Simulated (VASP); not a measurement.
# Si24O49 (a cell with a defect) in VASP: single point with PBEsol

Aim: the single point of Si24O49 (a cell with a defect) with PBEsol.

Everything below comes from runs of VASP 6.6.1. Logs are shortened: lines on timing, memory, paths and dates and some standing lists are left out, and cuts for length are marked.

### Step 1. The cell of the first run

The cell holds a defect, 73 atoms: a = 8.389 Å, b = 8.389 Å, c = 8.036 Å, α = 90.00°, β = 90.00°, γ = 90.00°.

### Step 2. Single point, PBEsol, collinear spin

INCAR

```
SYSTEM = Si24O49
PREC = Accurate ; ENCUT = 520
EDIFF = 1E-6 ; ISMEAR = -1
SIGMA = 0.05 ; LREAL = Auto
LASPH = .TRUE. ; NELM = 200
ALGO = Normal ; ISIF = 2
LWAVE = .FALSE. ; LCHARG = .FALSE.
ISPIN = 2 ; MAGMOM = 0 0 0 0 0 0 0 0 0 0 0.2 0.2 0 0 0 0 0 0 0 0.2 0 0 0 0 0 0 0 0 0 0 0 0 0 0 0 0 0 0 0 0 0 0 0 0 0 0 0 0 0 0 0 0 0 0 0 0.2 0 0 0 0 0 0 0 0 0 0 0 0 0 0 0 0 0.2
LORBIT = 11 ; GGA = PS
NBANDS = 241 ; NELECT = 389.0
ISYM = -1 ; GGA_COMPAT = .FALSE.
```

KPOINTS

```
explicit points
1
Reciprocal
  0.25000000   0.25000000   0.25000000 1
```

POSCAR

```
Si24O49
1.0
    8.3886930000      0.0000000000      0.0000000000
    0.0000000000      8.3886930000      0.0000000000
    0.0000000000      0.0000000000      8.0356430000
Si O
24 49
Direct
    0.9959990000      0.9986340000      0.9996410000
    0.0025990000      0.9934670000      0.3294170000
    0.0026200000      0.9935050000      0.6699680000
    0.9980290000      0.5011760000      0.9997970000
    0.0046740000      0.5023800000      0.3316160000
    0.0050090000      0.5028490000      0.6676540000
    0.4990330000      0.0011150000      0.9997440000
    0.4983860000      0.0008710000      0.3330820000
    0.4984850000      0.0009010000      0.6662200000
    0.5007980000      0.4973460000      0.9995490000
    0.4807750000      0.5107150000      0.3254300000
    0.4804640000      0.5106500000      0.6737650000
    0.2475670000      0.2495550000      0.1650200000
    0.2456120000      0.2489960000      0.4997310000
    0.2476140000      0.2493800000      0.8343450000
    0.2469330000      0.7536500000      0.1644860000
    0.2468160000      0.7548840000      0.4996110000
    0.2470430000      0.7537320000      0.8348770000
    0.7496470000      0.2495740000      0.1655400000
    0.7746850000      0.2252500000      0.4991550000
    0.7496080000      0.2495330000      0.8339770000
    0.7472180000      0.7484270000      0.1664330000
    0.7479290000      0.7486010000      0.4997320000
    0.7470930000      0.7485460000      0.8328940000
    0.1511270000      0.1521320000      0.9996950000
    0.1508480000      0.1510270000      0.3321920000
    0.1507930000      0.1509400000      0.6671870000
    0.1485560000      0.6566210000      0.9996100000
    0.1519300000      0.6555480000      0.3305930000
    0.1520710000      0.6555740000      0.6687780000
    0.6510230000      0.1546930000      0.9997100000
    0.6569420000      0.1547570000      0.3360300000
    0.6572600000      0.1548150000      0.6632100000
    0.6501370000      0.6515860000      0.9996670000
    0.6459750000      0.6516390000      0.3350240000
    0.6456970000      0.6523070000      0.6645010000
    0.3475590000      0.3463260000      0.9996020000
    0.3379440000      0.3512830000      0.3302400000
    0.3377100000      0.3512570000      0.6692650000
    0.3447790000      0.8509600000      0.9997130000
    0.3449290000      0.8500400000      0.3314780000
    0.3449520000      0.8500740000      0.6678590000
    0.8450270000      0.3464050000      0.9997850000
    0.8684980000      0.3326550000      0.3234640000
    0.8697830000      0.3328460000      0.6761800000
    0.8454010000      0.8436700000      0.9996760000
    0.8454350000      0.8437250000      0.3327420000
    0.8454720000      0.8438050000      0.6666700000
    0.0991740000      0.4057790000      0.1630320000
    0.0988950000      0.4047060000      0.4995690000
    0.0989200000      0.4057180000      0.8364180000
    0.0958450000      0.9020590000      0.1643800000
    0.0975100000      0.8997510000      0.4996750000
    0.0958140000      0.9020430000      0.8350150000
    0.5938980000      0.4048320000      0.1712200000
    0.5466080000      0.3967390000      0.4997180000
    0.5941710000      0.4049980000      0.8279350000
    0.5961950000      0.9037750000      0.1666430000
    0.5959050000      0.9047070000      0.4996040000
    0.5962460000      0.9038800000      0.8327730000
    0.4039220000      0.1000290000      0.1673320000
    0.4020510000      0.1001220000      0.4996870000
    0.4039390000      0.0999460000      0.8320140000
    0.3976380000      0.6010010000      0.1602300000
    0.3916870000      0.6056510000      0.4996010000
    0.3976170000      0.6010110000      0.8390730000
    0.9002400000      0.0916580000      0.1657060000
    0.9098400000      0.0839090000      0.4996690000
    0.9003700000      0.0919010000      0.8336030000
    0.8992740000      0.5944990000      0.1676940000
    0.9077790000      0.5989900000      0.4997030000
    0.8992170000      0.5946230000      0.8317120000
    0.7066300000      0.4156840000      0.5025790000
```

Potentials or basis: VASP PAW PBE potentials, release 64 (Si, O).

Launch:

```bash
$ cat potpaw_PBE.64/Si/POTCAR potpaw_PBE.64/O/POTCAR > POTCAR
$ mpirun -np 1 vasp_std > vasp.out
```

OUTCAR:

```text
SYSTEM = Si24O49
   PREC = Accurate
   ENCUT = 520
   EDIFF = 1E-6
   ISMEAR = -1
   LREAL = Auto
   LASPH = .TRUE.
   NELM = 200
   ISIF = 2
   ISPIN = 2
   LORBIT = 11
   GGA = PS
   NELECT = 389.0
   ISYM = -1

 ion  position               nearest neighbor table
   1  0.996  0.999  1.000-  67 1.74  69 1.74  54 1.76  52 1.76  46 1.81  25 1.83   3 2.65   2 2.65

   2  0.003  0.993  0.329-  52 1.72  68 1.75  53 1.77  67 1.77  26 1.81  47 1.82   1 2.65   3 2.74
                            20 3.05
   3  0.003  0.994  0.670-  54 1.72  68 1.75  53 1.77  69 1.77  27 1.81  48 1.82   1 2.65   2 2.74
                            20 3.05
   4  0.998  0.501  1.000-  49 1.76  51 1.76  70 1.77  72 1.77  28 1.82  43 1.83   5 2.67   6 2.67

   5  0.005  0.502  0.332-  70 1.76  50 1.77  49 1.77  71 1.77  29 1.78  44 1.83   4 2.67   6 2.70

   6  0.005  0.503  0.668-  72 1.77  50 1.77  51 1.77  71 1.77  30 1.78  45 1.82   4 2.67   5 2.70
[... 66 lines left out ...]
  54  0.096  0.902  0.835-   3 1.72   1 1.76  18 1.78
  55  0.594  0.405  0.171-  10 1.76  11 1.80  19 1.85
  56  0.547  0.397  0.500-  73 1.35  12 1.78  11 1.78  20 2.39
  57  0.594  0.405  0.828-  10 1.77  12 1.80  21 1.84
  58  0.596  0.904  0.167-   8 1.77   7 1.77  22 1.82
  59  0.596  0.905  0.500-   8 1.76   9 1.76  23 1.83
  60  0.596  0.904  0.833-   9 1.77   7 1.77  24 1.82
  61  0.404  0.100  0.167-   8 1.76   7 1.77  13 1.81
  62  0.402  0.100  0.500-   9 1.77   8 1.77  14 1.81
[... 8 lines left out ...]
  71  0.908  0.599  0.500-   6 1.77   5 1.77  23 1.84
  72  0.899  0.595  0.832-   6 1.77   4 1.77  24 1.82
  73  0.707  0.416  0.503-  56 1.35  20 1.70  12 2.48  11 2.50

IMPORTANT INFORMATION: All symmetrisations will be switched off!
NOSYMM: (Re-)initialisation of all symmetry stuff for point group C_1.

----------------------------------------------------------------------------------------

                                     Primitive cell

  volume of cell :     565.4696

  direct lattice vectors                    reciprocal lattice vectors
     8.388693000  0.000000000  0.000000000     0.119208082  0.000000000  0.000000000
     0.000000000  8.388693000  0.000000000     0.000000000  0.119208082  0.000000000
     0.000000000  0.000000000  8.035643000     0.000000000  0.000000000  0.124445548

  length of vectors
     8.388693000  8.388693000  8.035643000     0.119208082  0.119208082  0.124445548

  position of ions in fractional coordinates (direct lattice)
     0.995999000  0.998634000  0.999641000
     0.002599000  0.993467000  0.329417000
     0.002620000  0.993505000  0.669968000
     0.998029000  0.501176000  0.999797000
     0.004674000  0.502380000  0.331616000
     0.005009000  0.502849000  0.667654000
[... 65 lines left out ...]
     0.899217000  0.594623000  0.831712000
     0.706630000  0.415684000  0.502579000

  ion indices of the primitive-cell ions
   primitive index   ion index
                 1           1
                 2           2
                 3           3
                 4           4
                 5           5
                 6           6
[... 65 lines left out ...]
                72          72
                73          73

----------------------------------------------------------------------------------------

 KPOINTS: explicit points

Read explicit list of k-points.

 Found      1 k-points:

 Following reciprocal coordinates:
            Coordinates               Weight
  0.250000  0.250000  0.250000      1.000000
   k-points           NKPTS =      1   k-points in BZ     NKDIM =      1   number of bands    NBANDS=    241
   number of dos      NEDOS =    301   number of ions     NIONS =     73
   total plane-waves  NPLWV = 245760
   dimension x,y,z NGX =    64 NGY =   64 NGZ =   60
   dimension x,y,z NGXF=   128 NGYF=  128 NGZF=  120
   ions per type =              24  49
   NGX,Y,Z   is equivalent  to a cutoff of  12.68, 12.68, 12.41 a.u.
   NGXF,Y,Z  is equivalent  to a cutoff of  25.37, 25.37, 24.83 a.u.
 SYSTEM =  Si24O49
   PREC   = accura    normal or accurate (medium, high low for compatibility)
   ISTART =      0    job   : 0-new  1-cont  2-samecut
   ICHARG =      2    charge: 1-file 2-atom 10-const
   ISPIN  =      2    spin polarized calculation?
   LNONCOLLINEAR =      F non collinear calculations
   LSORBIT =      F    spin-orbit coupling
   LASPH  =      T    aspherical Exc in radial PAW
   ENCUT  =  520.0 eV  38.22 Ry    6.18 a.u.  15.60 15.60 14.94*2*pi/ulx,y,z
   NELM   =    200;   NELMIN=  2; NELMDL= -5     # of ELM steps
   EDIFF  = 0.1E-05   stopping-criterion for ELM
   LREAL  =      T    real-space projection
   EDIFFG = 0.1E-04   stopping-criterion for IOM
   NSW    =      0    number of steps for IOM
   IBRION =     -1    ionic relax: 0-MD 1-quasi-New 2-CG
   NFREE  =      0    steps in history (QN), initial steepest desc. (CG)
   ISIF   =      2    stress and relaxation
   ISYM   =     -1    0-nonsym 1-usesym 2-fastsym
   POTIM  = 0.5000    time-step for ionic-motion
   TEBEG  =    0.0;   TEEND  =   0.0 temperature during run
   PSTRESS=    0.0 pullay stress
   NELECT =     389.0000    total number of electrons
   NUPDOWN=      -1.0000    fix difference up-down
   EMIN   =  10.00;   EMAX   =-10.00  energy-range for DOS
   EFERMI =   0.00;   METHOD = LEGACY
   ISMEAR =    -1;   SIGMA  =   0.05  broadening in eV -4-tet -1-fermi 0-gaus
   EFERMI_NEDOS =   21; number of points for ismear=-14 and -15
   IALGO  =     38    algorithm
   IMIX   =      4    mixing-type and parameters
     AMIX     =   0.40;   BMIX     =  1.00
     AMIX_MAG =   1.60;   BMIX_MAG =  1.00
  volume/ion in A,a.u.               =       7.75        52.27
  Fermi-wavevector in a.u.,A,eV,Ry     =   1.445179  2.730992 28.416341  2.088542
  Thomas-Fermi vector in A             =   2.563390
   LORBIT       =     11    0 simple, 1 ext, 2 COOP (PROOUT), +10 PAW based schemes
   GGA     = PS    functional components
   LHFCALC =     F    Hartree Fock is set to
   AEXX    =    0.0000 exact exchange contribution
   IVDW    =     0    specifies the selected vdW correction
   LEPSILON=     F    determine dielectric tensor
   LRPA    =     F    only Hartree local field effects (RPA)
 spin polarized calculation
  energy-cutoff  :      520.00
  volume of cell :      565.47
 maximum number of plane-waves:     15222
 NGX is ok and might be reduce to    64
   NGX = 31   NGY = 31   NGZ = 29

 number of electron     388.9999929 magnetization       0.9696737

 Free energy of the ion-electron system (eV)
  ---------------------------------------------------
  ext. energy  EPLUGINS =         0.00000000
  ---------------------------------------------------
  free energy    TOTEN  =      -595.87412598 eV

  energy without entropy =     -595.86006132  energy(sigma->0) =     -595.86709365

 E-fermi :   8.0348     XC(G=0): -12.5221

 val. band max:        7.8261292075   @ k =   0.2500   0.2500   0.2500
 cond. band min:       8.2107607701   @ k =   0.2500   0.2500   0.2500
 fundamental gap:      0.3846315626
 Fermi energy:         8.0348140245

 spin component 1

 k-point     1 :       0.2500    0.2500    0.2500
  band No.  band energies     occupation
      1     -17.4151      1.00000
      2     -14.0953      1.00000
      3     -13.6769      1.00000
      4     -13.4481      1.00000
      5     -13.2894      1.00000
      6     -13.0631      1.00000
[... 198 lines left out ...]
    205      15.8279      0.00000
    206      15.9573      0.00000
 Fermi energy:         8.0348140245

 spin component 2

 k-point     1 :       0.2500    0.2500    0.2500
  band No.  band energies     occupation
      1     -17.1483      1.00000
      2     -14.0828      1.00000
      3     -13.6575      1.00000
      4     -13.4332      1.00000
      5     -13.2766      1.00000
      6     -13.0540      1.00000
[... 198 lines left out ...]
    205      15.8368      0.00000
    206      15.9674      0.00000
 [bands above 206 left out]

------------------------ aborting loop because EDIFF is reached ----------------------------------------

  FORCE on cell =-STRESS in cart. coord.  units (eV):
  Direction    XX          YY          ZZ          XY          YZ          ZX
  --------------------------------------------------------------------------------------
  -------------------------------------------------------------------------------------
  Total       13.5711425      2.5236477      5.4086478    -14.3566381      0.1524526      0.0624323
  in kB       38.4518959      7.1503957     15.3246318    -40.6774856      0.4319528      0.1768930
  external PRESSURE =      20.3089745 kB  Pullay stress =       0.0000000 kB

 VOLUME and BASIS-vectors are now :
 -----------------------------------------------------------------------------
  energy-cutoff  :      520.00
  volume of cell :      565.47
      direct lattice vectors                 reciprocal lattice vectors
     8.388693000  0.000000000  0.000000000     0.119208082  0.000000000  0.000000000
     0.000000000  8.388693000  0.000000000     0.000000000  0.119208082  0.000000000
     0.000000000  0.000000000  8.035643000     0.000000000  0.000000000  0.124445548

 POSITION                                       TOTAL-FORCE (eV/Angst)
 -----------------------------------------------------------------------------------
      8.35513      8.37723      8.03276         0.012067     -0.004416      0.010857
      0.02180      8.33389      2.64708        -0.011284      0.021843      0.018118
      0.02198      8.33421      5.38362        -0.019552      0.022175     -0.029134
      8.37216      4.20421      8.03401        -0.000995     -0.010785     -0.002646
      0.03921      4.21431      2.66475        -0.013986     -0.041604      0.003410
      0.04202      4.21825      5.36503        -0.017065     -0.046545     -0.001885
[... 65 lines left out ...]
      7.54326      4.98811      6.68334        -0.026846      0.028116     -0.004363
      5.92770      3.48705      4.03855         0.378546      0.082646     -0.007321
 -----------------------------------------------------------------------------------
    total drift:                                0.021264     -0.010298     -0.002997

  FREE ENERGIE OF THE ION-ELECTRON SYSTEM (eV)
  ---------------------------------------------------
  free  energy   TOTEN  =      -595.8741259825 eV

  energy  without entropy=     -595.8600613161  energy(sigma->0) =     -595.86709365

 total charge

# of ion       s       p       d       tot
------------------------------------------
    1        0.590   0.881   0.000   1.472
    2        0.590   0.882   0.000   1.472
    3        0.590   0.882   0.000   1.472
    4        0.588   0.872   0.000   1.460
    5        0.589   0.874   0.000   1.464
    6        0.590   0.875   0.000   1.465
[... 65 lines left out ...]
   72        1.544   3.658   0.000   5.202
   73        1.633   3.402   0.000   5.035
--------------------------------------------------
tot         90.043 200.188   0.000 290.231

 magnetization (x)

# of ion       s       p       d       tot
------------------------------------------
    1        0.000   0.000   0.000   0.000
    2       -0.000  -0.000   0.000  -0.000
    3        0.000  -0.000   0.000  -0.000
    4       -0.000  -0.000   0.000  -0.000
    5       -0.000  -0.001   0.000  -0.001
    6       -0.001  -0.001   0.000  -0.002
[... 65 lines left out ...]
   72        0.000   0.007   0.000   0.007
   73        0.004   0.326   0.000   0.330
--------------------------------------------------
tot          0.012   0.844   0.000   0.856
```

Wall time 14 min (1 thread of Intel Xeon Platinum 8259CL at 2.50GHz (Skylake/Cascade Lake), shared host); peak memory 0.78 GiB.

Results:

```
Free energy                                           : -595.8741 eV
Largest force                                         : 0.408 eV/Å
Net moment                                            : 0.97 μB per cell
Site moments                                          : Si +0.00, -0.00, +0.01, -0.01 (each value once); O +0.00, +0.01, -0.00, +0.15, +0.17, +0.02, +0.03, +0.04, +0.33 (each value once) μB
Valence electrons inside the program's atomic spheres : Si 1.47, 1.46, 1.45, 1.49, 1.48, 1.56 (each value once); O 5.21, 5.20, 5.22, 5.19, 5.16, 5.15, 5.24, 5.23, 5.18, 5.14, 5.30, 5.04 (each value once)
```

Forces on the atoms (eV/Å):
```
Si   0.012 -0.004  0.011
Si  -0.011  0.022  0.018
Si  -0.020  0.022 -0.029
Si  -0.001 -0.011 -0.003
Si  -0.014 -0.042  0.003
Si  -0.017 -0.047 -0.002
Si  -0.005  0.012 -0.014
Si  -0.005  0.017  0.009
Si   0.000  0.025  0.001
Si  -0.022  0.000  0.010
Si   0.020 -0.063  0.076
Si   0.027 -0.057 -0.069
Si  -0.005  0.012  0.013
Si   0.037  0.023 -0.005
Si   0.002  0.004 -0.010
Si   0.010 -0.011 -0.006
Si  -0.007 -0.001 -0.004
Si   0.011 -0.001  0.015
Si   0.006  0.018  0.009
Si   0.021  0.048  0.034
Si   0.011  0.019 -0.039
Si  -0.004 -0.006  0.006
Si  -0.008 -0.008  0.004
Si  -0.007 -0.002  0.000
O   -0.028 -0.037 -0.002
O   -0.016 -0.031 -0.002
O   -0.021 -0.026  0.001
O   -0.027 -0.026 -0.001
O   -0.019 -0.016  0.005
O   -0.021 -0.017 -0.005
O   -0.026 -0.026 -0.002
O   -0.045 -0.039 -0.006
O   -0.026 -0.036 -0.002
O   -0.016 -0.019  0.003
O   -0.020 -0.009 -0.010
O   -0.028 -0.011  0.004
O    0.025  0.027  0.001
O    0.016  0.016  0.004
O    0.007  0.008  0.001
O    0.029  0.029  0.001
O    0.021  0.024 -0.002
O    0.020  0.016 -0.002
O    0.027  0.032 -0.002
O    0.032  0.018  0.011
O    0.013 -0.010  0.000
O    0.025  0.021  0.001
O    0.026  0.023  0.003
O    0.032  0.026 -0.004
O    0.024 -0.017 -0.006
O    0.005 -0.006  0.009
O    0.028 -0.019  0.008
O    0.031 -0.023 -0.014
O    0.015 -0.005  0.001
O    0.030 -0.023  0.012
O    0.036 -0.029  0.005
O   -0.408  0.015 -0.010
O    0.031 -0.029 -0.012
O    0.025 -0.030  0.004
O    0.036 -0.035  0.002
O    0.025 -0.027  0.005
O   -0.024  0.016 -0.004
O   -0.020  0.011  0.002
O   -0.024  0.015  0.002
O   -0.040  0.049 -0.037
O   -0.005  0.014 -0.002
O   -0.040  0.043  0.034
O   -0.027  0.029 -0.001
O    0.033 -0.049 -0.005
O   -0.023  0.021 -0.008
O   -0.034  0.038  0.002
O   -0.038  0.023 -0.001
O   -0.027  0.028 -0.004
O    0.379  0.083 -0.007
```

Caveat: the cell carries a net charge on a neutralising background, which shifts energy and pressure; the cell is charged against a uniform background, so pressure and absolute levels hang on convention; the PAW data sets were made with another functional, which shifts forces and pressure a little.
